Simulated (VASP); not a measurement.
Input of a VASP 6.6.1 run:

The input INCAR:

```
  PREC = Accurate
  ENCUT = 520
  EDIFF = 1E-7
  ISMEAR = 0
  SIGMA = 0.02
  LREAL = False
  LASPH = True
  NELM = 100
  ALGO = Normal
  ISIF = 2
  LWAVE = False
  LCHARG = False
  GGA = PS
  ISYM = 0
  NBANDS = 11
```

KPOINTS

```
Automatic mesh
0
Gamma
  9 9 11
```

The input POSCAR:

```
Si
1.0
    3.8681183727      0.0000000000      0.0000000000
   -1.9340591864      3.3498887756      0.0000000000
    1.9340591864     -1.1166295919      3.1110746411
Si
2
Direct
    0.0000000000      0.0000000000      0.0000000000
    0.7500000000      0.2500000000      0.7500000000
```

Potentials or basis: VASP PAW PBE potentials, release 64 (Si).

Launch:

```bash
$ cat potpaw_PBE.64/Si/POTCAR > POTCAR
$ mpirun -np 1 vasp_std > vasp.out
```

(1) Predict the pressure.

(2) Estimate the largest force.

(3) What does it give for the band gap on the k mesh?

## Answers

(1) -0.3 GPa.

(2) 0.177 eV/Å.

(3) 0.45 eV (least direct gap 2.42 eV).

Caveat: the PAW data sets were made with another functional, which shifts forces and pressure a little; an odd mesh through Γ misses points on the zone boundary, where band edges can lie.
